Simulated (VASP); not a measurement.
# Cu (I4/mmm) in VASP: notebook

The runs below take Cu through single point, with r2SCAN.

All numbers are computed with VASP 6.6.1; they aren't measurements. Logs are shortened: lines on timing, memory, paths and dates and some standing lists are left out, and cuts for length are marked.

## (1) The cell of the first run

The structure is tetragonal, space group I4/mmm (No. 139). Conventional cell: a = 2.741 Å, b = 2.741 Å, c = 2.615 Å, α = 90.00°, β = 90.00°, γ = 90.00°. Cu (site symmetry 4/mmm) has 14 Cu at 2.34 to 2.74 Å within 3.1 Å.

## (2) Single point, r2SCAN (strain -0.050 along x and y, -0.050 along z)

File POSCAR:

```
Cu
1.0
   -1.3706536540      1.3706536540      1.3072773775
    1.3706536540     -1.3706536540      1.3072773775
    1.3706536540      1.3706536540     -1.3072773775
Cu
1
Direct
    0.0000000000      0.0000000000      0.0000000000
```

File INCAR.step1:

```
PREC = Accurate
ENCUT = 520
ISMEAR = 0
SIGMA = 0.15
LREAL = F
LASPH = T
NELM = 80
NBANDS = 12
GGA = PE
ALGO = Normal
EDIFF = 1E-4
LWAVE = T
LCHARG = F
```

File INCAR.step2:

```
PREC = Accurate
ENCUT = 520
EDIFF = 1E-7
ISMEAR = 0
SIGMA = 0.15
LREAL = F
LASPH = T
NELM = 80
ALGO = Normal
ISIF = 2
LWAVE = F
LCHARG = F
METAGGA = R2SCAN
LMIXTAU = T
NBANDS = 12
ISTART = 1
```

File KPOINTS:

```
regular mesh
0
Gamma
  24 24 24
```

Potentials or basis: VASP PAW PBE potentials, release 64 (Cu).

Run with:

```console
> cat potpaw_PBE.64/Cu/POTCAR > POTCAR
> cp INCAR.step1 INCAR
> mpirun -np 1 vasp_std > vasp.out
> cp INCAR.step2 INCAR
> mpirun -np 1 vasp_std > vasp.out
```

OUTCAR:

```text
PREC = Accurate
   ENCUT = 520
   EDIFF = 1E-7
   ISMEAR = 0
   LREAL = F
   LASPH = T
   NELM = 80
   ISIF = 2
   METAGGA = R2SCAN
   ISTART = 1

 ion  position               nearest neighbor table
   1  0.000  0.000  0.000-

  LATTYP: Found a body centered tetragonal cell.
 ALAT       =     2.7413073080
 C/A-ratio  =     0.9537620052

  Lattice vectors:

 A1 = (  -1.3706536540,   1.3706536540,   1.3072773775)
 A2 = (   1.3706536540,  -1.3706536540,   1.3072773775)
 A3 = (   1.3706536540,   1.3706536540,  -1.3072773775)

Analysis of symmetry for initial positions (statically):
=====================================================================
 Subroutine PRICEL returns:
 Original cell was already a primitive cell.

 Routine SETGRP: Setting up the symmetry group for a
 body centered tetragonal supercell.

 Subroutine GETGRP returns: Found 16 space group operations
 (whereof 16 operations were pure point group operations)
 out of a pool of 16 trial point group operations.

The static configuration has the point symmetry D_4h.

Analysis of symmetry for dynamics (positions and initial velocities):
=====================================================================
 Subroutine PRICEL returns:
 Original cell was already a primitive cell.

 Routine SETGRP: Setting up the symmetry group for a
 body centered tetragonal supercell.

 Subroutine GETGRP returns: Found 16 space group operations
 (whereof 16 operations were pure point group operations)
 out of a pool of 16 trial point group operations.

The dynamic configuration has the point symmetry D_4h.

 Subroutine INISYM returns: Found 16 space group operations
 (whereof 16 operations are pure point group operations),
 and found     1 'primitive' translations

----------------------------------------------------------------------------------------

                                     Primitive cell

  volume of cell :       9.8239

  direct lattice vectors                    reciprocal lattice vectors
    -1.370653654  1.370653654  1.307277377     0.000000000  0.364789455  0.382474300
     1.370653654 -1.370653654  1.307277377     0.364789455  0.000000000  0.382474300
     1.370653654  1.370653654 -1.307277377     0.364789455  0.364789455  0.000000000

  length of vectors
     2.338024170  2.338024170  2.338024170     0.528543222  0.528543222  0.515890195

  position of ions in fractional coordinates (direct lattice)
     0.000000000  0.000000000  0.000000000

  ion indices of the primitive-cell ions
   primitive index   ion index
                 1           1

----------------------------------------------------------------------------------------

 KPOINTS: regular mesh

Automatic generation of k-mesh.
 Grid dimensions read from file:
 generate k-points for:   24   24   24

 Generating k-lattice:

  Cartesian coordinates                     Fractional coordinates (reciprocal lattice)
     0.000000000  0.015199561  0.015936429     0.041666667  0.000000000 -0.000000000
     0.015199561  0.000000000  0.015936429     0.000000000  0.041666667 -0.000000000
     0.015199561  0.015199561  0.000000000     0.000000000  0.000000000  0.041666667

  Length of vectors
     0.022022634  0.022022634  0.021495425

  Shift w.r.t. Gamma in fractional coordinates (k-lattice)
     0.000000000  0.000000000  0.000000000

 Subroutine IBZKPT returns following result:
 ===========================================

 Found   1063 irreducible k-points:

 Following reciprocal coordinates:
            Coordinates               Weight
  0.000000  0.000000  0.000000      1.000000
  0.041667  0.000000 -0.000000      8.000000
  0.083333 -0.000000  0.000000      8.000000
  0.125000 -0.000000  0.000000      8.000000
  0.166667  0.000000 -0.000000      8.000000
  0.208333 -0.000000  0.000000      8.000000
[... 16 lines left out ...]
  0.416667  0.041667 -0.000000     16.000000
  0.458333  0.041667  0.000000     16.000000
 [... further k-points ...]
   k-points           NKPTS =   1063   k-points in BZ     NKDIM =   1063   number of bands    NBANDS=     12
   number of dos      NEDOS =    301   number of ions     NIONS =      1
   total plane-waves  NPLWV =   5832
   dimension x,y,z NGX =    18 NGY =   18 NGZ =   18
   dimension x,y,z NGXF=    36 NGYF=   36 NGZF=   36
   ions per type =               1
   NGX,Y,Z   is equivalent  to a cutoff of  12.80, 12.80, 12.80 a.u.
   NGXF,Y,Z  is equivalent  to a cutoff of  25.60, 25.60, 25.60 a.u.
 SYSTEM =  unknown system
   PREC   = accura    normal or accurate (medium, high low for compatibility)
   ISTART =      1    job   : 0-new  1-cont  2-samecut
   ICHARG =      0    charge: 1-file 2-atom 10-const
   ISPIN  =      1    spin polarized calculation?
   LNONCOLLINEAR =      F non collinear calculations
   LSORBIT =      F    spin-orbit coupling
   LASPH  =      T    aspherical Exc in radial PAW
   ENCUT  =  520.0 eV  38.22 Ry    6.18 a.u.   4.35  4.35  4.35*2*pi/ulx,y,z
   NELM   =     80;   NELMIN=  2; NELMDL=  0     # of ELM steps
   EDIFF  = 0.1E-06   stopping-criterion for ELM
   LREAL  =      F    real-space projection
   EDIFFG = 0.1E-05   stopping-criterion for IOM
   NSW    =      0    number of steps for IOM
   IBRION =     -1    ionic relax: 0-MD 1-quasi-New 2-CG
   NFREE  =      0    steps in history (QN), initial steepest desc. (CG)
   ISIF   =      2    stress and relaxation
   ISYM   =      2    0-nonsym 1-usesym 2-fastsym
   POTIM  = 0.5000    time-step for ionic-motion
   TEBEG  =    0.0;   TEEND  =   0.0 temperature during run
   PSTRESS=    0.0 pullay stress
   NELECT =      11.0000    total number of electrons
   NUPDOWN=      -1.0000    fix difference up-down
   EMIN   =  10.00;   EMAX   =-10.00  energy-range for DOS
   EFERMI =   0.00;   METHOD = LEGACY
   ISMEAR =     0;   SIGMA  =   0.15  broadening in eV -4-tet -1-fermi 0-gaus
   EFERMI_NEDOS =   21; number of points for ismear=-14 and -15
   IALGO  =     38    algorithm
   IMIX   =      4    mixing-type and parameters
     AMIX     =   0.40;   BMIX     =  1.00
     AMIX_MAG =   1.60;   BMIX_MAG =  1.00
  volume/ion in A,a.u.               =       9.82        66.29
  Fermi-wavevector in a.u.,A,eV,Ry     =   1.699983  3.212503 39.320066  2.889943
  Thomas-Fermi vector in A             =   2.780201
   LORBIT       =      0    0 simple, 1 ext, 2 COOP (PROOUT), +10 PAW based schemes
   METAGGA = R2SCAN    functional components
   LHFCALC =     F    Hartree Fock is set to
   AEXX    =    0.0000 exact exchange contribution
   IVDW    =     0    specifies the selected vdW correction
   LEPSILON=     F    determine dielectric tensor
   LRPA    =     F    only Hartree local field effects (RPA)
 non-spin polarized calculation
 Gauss-broadening in eV      SIGMA  =   0.15
  energy-cutoff  :      520.00
  volume of cell :        9.82
 maximum number of plane-waves:       277
 NGX is ok and might be reduce to    18
   NGX =  9   NGY =  9   NGZ =  9

 number of electron      10.9999994 magnetization

 Free energy of the ion-electron system (eV)
  ---------------------------------------------------
  ext. energy  EPLUGINS =         0.00000000
  ---------------------------------------------------
  free energy    TOTEN  =       -10.61864643 eV

  energy without entropy =      -10.61516613  energy(sigma->0) =      -10.61690628

 E-fermi :   9.9453     XC(G=0): -15.0326

 val. band max:        9.9337311990   @ k =  -0.4167   0.4167   0.1667
 cond. band min:       9.9533105115   @ k =   0.5000   0.1250   0.0417
 fundamental gap:      0.0195793125
 Fermi energy:         9.9453312816

 k-point     1 :       0.0000    0.0000    0.0000
  band No.  band energies     occupation
      1      -1.3147      2.00000
      2       5.8557      2.00000
      3       6.1036      2.00000
      4       6.1037      2.00000
      5       7.1942      2.00000
      6       7.4555      2.00000
      7      37.2912      0.00000
      8      37.2912      0.00000
      9      38.6855      0.00000
     10      42.6143      0.00000
     11      43.4181      0.00000
     12      43.6950      0.00000

 k-point     2 :       0.0417    0.0000   -0.0000
  band No.  band energies     occupation
      1      -1.2337      2.00000
      2       5.8633      2.00000
      3       6.1010      2.00000
      4       6.1119      2.00000
      5       7.1941      2.00000
      6       7.4413      2.00000
      7      36.8841      0.00000
      8      37.1470      0.00000
      9      38.1745      0.00000
     10      42.2843      0.00000
     11      42.3734      0.00000
     12      42.8956      0.00000

 k-point     3 :       0.0833   -0.0000    0.0000
  band No.  band energies     occupation
      1      -0.9925      2.00000
      2       5.8564      2.00000
      3       6.0903      2.00000
      4       6.1667      2.00000
      5       7.1935      2.00000
      6       7.4057      2.00000
      7      35.5107      0.00000
      8      36.7766      0.00000
      9      37.1556      0.00000
     10      40.7578      0.00000
     11      41.5961      0.00000
     12      42.0683      0.00000
[... 286 lines left out ...]
 k-point    23 :       0.4167    0.0417   -0.0000
  band No.  band energies     occupation
      1       3.4819      2.00000
      2       4.9830      2.00000
      3       7.2099      2.00000
      4       7.5193      2.00000
      5       7.9080      2.00000
      6       8.7604      2.00000
      7      16.9515      0.00000
      8      29.0536      0.00000
      9      30.3725      0.00000
     10      34.6798      0.00000
     11      38.7335      0.00000
     12      47.3437      0.00000

 k-point    24 :       0.4583    0.0417    0.0000
  band No.  band energies     occupation
      1       3.5247      2.00000
      2       4.9509      2.00000
      3       7.2760      2.00000
      4       7.5367      2.00000
      5       8.1008      2.00000
      6       9.2499      2.00000
      7      15.9665      0.00000
      8      28.8401      0.00000
      9      30.1281      0.00000
     10      34.6306      0.00000
     11      38.7399      0.00000
     12      47.8689      0.00000

 [... further k-points ...]

------------------------ aborting loop because EDIFF is reached ----------------------------------------

  FORCE on cell =-STRESS in cart. coord.  units (eV):
  Direction    XX          YY          ZZ          XY          YZ          ZX
  --------------------------------------------------------------------------------------
  -------------------------------------------------------------------------------------
  Total        2.3090074      2.3090074      2.3655948      0.0000000     -0.0000000      0.0000000
  in kB      376.5760658    376.5760658    385.8048998      0.0000000     -0.0000000      0.0000000
  external PRESSURE =     379.6523438 kB  Pullay stress =       0.0000000 kB

 VOLUME and BASIS-vectors are now :
 -----------------------------------------------------------------------------
  energy-cutoff  :      520.00
  volume of cell :        9.82
      direct lattice vectors                 reciprocal lattice vectors
    -1.370653654  1.370653654  1.307277377     0.000000000  0.364789455  0.382474300
     1.370653654 -1.370653654  1.307277377     0.364789455  0.000000000  0.382474300
     1.370653654  1.370653654 -1.307277377     0.364789455  0.364789455  0.000000000

 POSITION                                       TOTAL-FORCE (eV/Angst)
 -----------------------------------------------------------------------------------
      0.00000      0.00000      0.00000        -0.000000      0.000000     -0.000000
 -----------------------------------------------------------------------------------
    total drift:                                0.000000     -0.000000      0.000000

  FREE ENERGIE OF THE ION-ELECTRON SYSTEM (eV)
  ---------------------------------------------------
  free  energy   TOTEN  =       -10.6186464288 eV

  energy  without entropy=      -10.6151661308  energy(sigma->0) =      -10.61690628
```

It took 3.6 min on 1 thread of AMD EPYC 9R45 (Zen 5), shared host; peak memory 0.19 GiB.

Results:

```yaml
Free_energy: -10.6186 eV
Pressure: 38.0 GPa
Band_gap_on_the_k_mesh: zero (an odd number of electrons rules out a gap without spin polarisation)
```

Stress tensor (GPa, compression positive):
```
37.66  0.00  0.00
 0.00 37.66  0.00
 0.00  0.00 38.58
```

Caveat: the cell differs from its parent crystal (strain -0.050 along x and y, -0.050 along z); the cell stands under pressure; the PAW data sets were made with another functional, which shifts forces and pressure a little.

## (3) Single point, r2SCAN (strain -0.050 along x and y, +0.000 along z)

File POSCAR:

```
Cu
1.0
   -1.3706536540      1.3706536540      1.3760814500
    1.3706536540     -1.3706536540      1.3760814500
    1.3706536540      1.3706536540     -1.3760814500
Cu
1
Direct
    0.0000000000      0.0000000000      0.0000000000
```

File INCAR.step1:

```
SYSTEM = Cu
  PREC = Accurate
  ENCUT = 520
  ISMEAR = 0
  SIGMA = 0.15
  LREAL = .False.
  LASPH = .True.
  NELM = 100
  NBANDS = 12
  GGA = PE
  ALGO = Normal
  EDIFF = 1E-4
  LWAVE = .True.
  LCHARG = .False.
```

File INCAR.step2:

```
SYSTEM = Cu
  PREC = Accurate
  ENCUT = 520
  EDIFF = 1E-6
  ISMEAR = 0
  SIGMA = 0.15
  LREAL = .False.
  LASPH = .True.
  NELM = 100
  ALGO = Normal
  ISIF = 2
  LWAVE = .False.
  LCHARG = .True.
  METAGGA = R2SCAN
  LMIXTAU = .True.
  LELF = .True.
  LVHAR = .True.
  NBANDS = 12
  ISTART = 1
```

File KPOINTS:

```
regular mesh
0
Gamma
  24 24 24
  0 0 0
```

Potentials or basis: VASP PAW PBE potentials, release 64 (Cu).

Run with:

```console
> cat potpaw_PBE.64/Cu/POTCAR > POTCAR
> cp INCAR.step1 INCAR
> mpirun -np 1 vasp_std > vasp.out
> cp INCAR.step2 INCAR
> mpirun -np 1 vasp_std > vasp.out
```

Run time: 3.4 min. Hardware: 1 thread of AMD EPYC 9R45 (Zen 5), shared host; peak memory 0.2 GiB.

Results (log left out):

| Item | Value |
| --- | --- |
| Free energy | -10.7163 eV |
| Pressure | 22.5 GPa |
| Band gap on the k mesh | zero (an odd number of electrons rules out a gap without spin polarisation) |

Levels at points of the mesh, in eV from the Fermi level:
| k point | band 2 | band 3 | band 4 | band 5 | band 6 | band 7 | band 8 | band 9 | band 10 | band 11 |
| --- | --- | --- | --- | --- | --- | --- | --- | --- | --- | --- |
| (0.00, 0.00, 0.00) | -3.72 | -3.72 | -3.70 | -2.49 | -2.47 | 27.28 | 27.38 | 27.38 | 32.28 | 32.37 |
| (0.50, 0.00, 0.00) | -4.60 | -2.52 | -2.34 | -1.55 | -1.01 | 5.33 | 19.41 | 20.31 | 23.90 | 27.73 |
| (0.50, 0.50, 0.00) | -4.63 | -2.50 | -2.33 | -1.55 | -0.98 | 5.38 | 19.30 | 20.17 | 23.79 | 27.64 |
| (0.50, 0.50, 0.50) | -5.70 | -1.76 | -1.76 | -1.76 | 9.18 | 9.35 | 9.35 | 14.98 | 15.07 | 19.40 |

Caveat: the cell differs from its parent crystal (strain -0.050 along x and y, +0.000 along z); the cell stands under pressure; the PAW data sets were made with another functional, which shifts forces and pressure a little.

## (4) Single point, r2SCAN (strain -0.025 along x and y, -0.050 along z)

File POSCAR:

```
Cu
1.0
   -1.4067234870      1.4067234870      1.3072773775
    1.4067234870     -1.4067234870      1.3072773775
    1.4067234870      1.4067234870     -1.3072773775
Cu
1
Direct
    0.0000000000      0.0000000000      0.0000000000
```

File INCAR.step1:

```
ALGO = Normal
EDIFF = 1E-4
ENCUT = 520
GGA = PE
ISMEAR = 0
LASPH = T
LCHARG = F
LREAL = F
LWAVE = T
NBANDS = 12
NELM = 60
PREC = Accurate
SIGMA = 0.15
```

File INCAR.step2:

```
ALGO = Normal
EDIFF = 1E-6
ENCUT = 520
ISIF = 2
ISMEAR = 0
ISTART = 1
LASPH = T
LCHARG = T
LELF = T
LMIXTAU = T
LREAL = F
LVHAR = T
LWAVE = F
METAGGA = R2SCAN
NBANDS = 12
NELM = 60
PREC = Accurate
SIGMA = 0.15
```

File KPOINTS:

```
k-points
0
Gamma
  24 24 24
```

Run with:

```console
> cat potpaw_PBE.64/Cu/POTCAR > POTCAR
> cp INCAR.step1 INCAR
> mpirun -np 1 vasp_std > vasp.out
> cp INCAR.step2 INCAR
> mpirun -np 1 vasp_std > vasp.out
```

It took 3.4 min on 1 thread of AMD EPYC 9R45 (Zen 5), shared host; peak memory 0.2 GiB.

It converged, with:

```
Free energy            : -10.7156 eV
Pressure               : 22.6 GPa
Band gap on the k mesh : zero (an odd number of electrons rules out a gap without spin polarisation)
```

Stress tensor (GPa, compression positive):
```
22.11  0.00  0.00
 0.00 22.11  0.00
 0.00  0.00 23.70
```

Levels at points of the mesh, in eV from the Fermi level:
```tsv
k point	band 3	band 4	band 5	band 6	band 7	band 8	band 9	band 10
(0.00, 0.00, 0.00)	-3.57	-3.57	-2.70	-2.32	26.51	26.51	28.75	31.51
(0.50, 0.00, 0.00)	-2.52	-2.15	-1.55	-0.75	5.68	18.76	19.49	23.25
(0.50, 0.50, 0.00)	-2.78	-2.44	-1.59	-1.42	4.78	20.77	22.01	25.28
(0.50, 0.50, 0.50)	-1.79	-1.79	-1.69	8.26	8.26	11.50	14.21	15.35
```

Caveat: the cell differs from its parent crystal (strain -0.025 along x and y, -0.050 along z); the cell stands under pressure; the PAW data sets were made with another functional, which shifts forces and pressure a little.

## (5) Single point, r2SCAN (strain -0.050 along x and y, +0.050 along z)

File POSCAR:

```
Cu
1.0
   -1.3706536540      1.3706536540      1.4448855225
    1.3706536540     -1.3706536540      1.4448855225
    1.3706536540      1.3706536540     -1.4448855225
Cu
1
Direct
    0.0000000000      0.0000000000      0.0000000000
```

File INCAR.step1:

```
SYSTEM = Cu
PREC = Accurate
ENCUT = 520
ISMEAR = 0
SIGMA = 0.15
LREAL = .False.
LASPH = .True.
NELM = 80
NBANDS = 12
GGA = PE
ALGO = Normal
EDIFF = 1E-4
LWAVE = .True.
LCHARG = .False.
```

File INCAR.step2:

```
SYSTEM = Cu
PREC = Accurate
ENCUT = 520
EDIFF = 1E-7
ISMEAR = 0
SIGMA = 0.15
LREAL = .False.
LASPH = .True.
NELM = 80
ALGO = Normal
ISIF = 2
LWAVE = .False.
LCHARG = .False.
METAGGA = R2SCAN
LMIXTAU = .True.
NBANDS = 12
ISTART = 1
```

File KPOINTS:

```
Automatic mesh
0
Gamma
  24 24 24
  0 0 0
```

Run with:

```console
> cat potpaw_PBE.64/Cu/POTCAR > POTCAR
> cp INCAR.step1 INCAR
> mpirun -np 1 vasp_std > vasp.out
> cp INCAR.step2 INCAR
> mpirun -np 1 vasp_std > vasp.out
```

Wall time 4 min (1 thread of AMD EPYC 9R45 (Zen 5), shared host); peak memory 0.2 GiB.

Results (log left out):

```yaml
Free_energy: -10.7705 eV
Pressure: 11.0 GPa
Band_gap_on_the_k_mesh: zero (an odd number of electrons rules out a gap without spin polarisation)
```

Stress tensor (GPa, compression positive):
```
10.67  0.00  0.00
 0.00 10.67  0.00
 0.00  0.00 11.52
```

Levels at points of the mesh, in eV from the Fermi level:
| k point | band 2 | band 3 | band 4 | band 5 | band 6 | band 7 | band 8 | band 9 | band 10 | band 11 |
| --- | --- | --- | --- | --- | --- | --- | --- | --- | --- | --- |
| (0.00, 0.00, 0.00) | -3.58 | -3.58 | -3.37 | -2.50 | -2.28 | 26.06 | 27.20 | 27.20 | 30.96 | 31.02 |
| (0.50, 0.00, 0.00) | -4.25 | -2.55 | -2.22 | -1.53 | -0.99 | 4.87 | 19.46 | 20.18 | 23.70 | 27.19 |
| (0.50, 0.50, 0.00) | -4.54 | -2.26 | -2.17 | -1.49 | -0.55 | 5.47 | 18.07 | 18.50 | 22.33 | 25.96 |
| (0.50, 0.50, 0.50) | -5.32 | -1.75 | -1.69 | -1.69 | 7.63 | 9.79 | 9.79 | 13.84 | 15.21 | 18.65 |

Caveat: the cell differs from its parent crystal (strain -0.050 along x and y, +0.050 along z); the cell stands under pressure; the PAW data sets were made with another functional, which shifts forces and pressure a little.

## (6) The runs side by side

```csv
cell,gap on the mesh (eV),pressure (GPa)
"a = 2.338 Å, angles 108.2, 108.2, 112.0°, 1 atom",none,38.0
"a = 2.377 Å, angles 109.6, 109.6, 109.3°, 1 atom",none,22.5
"a = 2.380 Å, angles 107.6, 107.6, 113.4°, 1 atom",none,22.6
"a = 2.418 Å, angles 110.9, 110.9, 106.6°, 1 atom",none,11.0
```

Alike in all rows: task single point; level r2SCAN; potentials or basis VASP PAW PBE potentials, release 64 (Cu); no spin polarisation; k mesh 24 × 24 × 24; cutoff (eV) 520; smearing gaussian 0.15 eV.

Caveats: the cell stands under pressure; the PAW data sets were made with another functional, which shifts forces and pressure a little.

Total energies depend on the potentials used, so only differences within one code and one set of settings carry meaning.
